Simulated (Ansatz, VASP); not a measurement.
Given: the input of a run of VASP 6.6.1 on CuO.

INCAR

```
SYSTEM = CuO
PREC = Accurate ; ENCUT = 520
EDIFF = 1E-7 ; ISMEAR = -1
SIGMA = 0.05 ; LREAL = .False.
LASPH = .True. ; NELM = 100
ALGO = Normal ; ISIF = 2
LWAVE = .False. ; LCHARG = .False.
GGA = PE ; NBANDS = 25
```

The input KPOINTS:

```
regular mesh
0
Gamma
  9 9 5
  0 0 0
```

POSCAR

```
CuO
1.0
    2.8405840181      0.0000000000      0.0000000000
    0.0385446830      2.8403655272      0.0000000000
    0.0172589332      0.0170118330      5.1063800938
Cu O
2 2
Direct
    0.0000000000      0.5000000000      0.0000000000
    0.5000000000      0.0000000000      0.5000000000
    0.9984239700      0.0016717800      0.7498871000
    0.0015760300      0.9983282200      0.2501129000
```

Potentials or basis: VASP PAW PBE potentials, release 64 (Cu, O).

Run with:

```bash
$ cat potpaw_PBE.64/Cu/POTCAR potpaw_PBE.64/O/POTCAR > POTCAR
$ mpirun -np 1 vasp_std > vasp.out
```

Problem. Set up the same calculation for Ansatz 0.2.0. Potentials there: all-electron LAPW, scalar-relativistic.

Solution. As run (the cutoff follows the program's own potentials):

The input input.yaml:

```yaml
crystal:
  lattice:
    - [2.8405840181, 0.0, 0.0]
    - [0.038544683, 2.8403655272, 0.0]
    - [0.0172589332, 0.017011833, 5.1063800938]
  atoms:
    - { symbol: Cu, position: [0.0, 0.5, 0.0] }
    - { symbol: Cu, position: [0.5, 0.0, 0.5] }
    - { symbol: O, position: [0.99842397, 0.00167178, 0.7498871] }
    - { symbol: O, position: [0.00157603, 0.99832822, 0.2501129] }
kpoints:
  mp_grid: { grid: [9, 9, 5] }
scf:
  occupations: { method: fermi_dirac, width: 0.05 }
hamiltonian:
  xc: pbe
  pseudopotentials: { kind: all_electron, lapw: { basis_error: 0.001 } }
output:
  forces: true
  stress: true
  eigenvalues: true
```

Potentials or basis: all-electron LAPW, scalar-relativistic.

Command:

```bash
$ ansatz run input.yaml --threads 2 --pin off --max-ram 6144MiB --backend cpu --events-out ev --progress --plain --runs-dir out
```

Both were run:

|  | VASP | Ansatz | Ansatz less VASP |
| --- | --- | --- | --- |
| gap on the k mesh at the Fermi level (eV) | none | none | - |
| pressure (GPa) | 14.7 | 13.8 | -0.88 |
| traceless stress, the component that is largest in VASP (GPa) | 1.18 | 0.81 | -0.368 |
| rms of the force components (eV/Å) | 0.005 | 0.005 | -0.0001 |

Atom by atom the forces differ by 0.000 eV/Å (rms over components). A gap of «none» marks a metal or a gap that the smearing closes. Ansatz ran all-electron here, and VASP with PAW potentials.
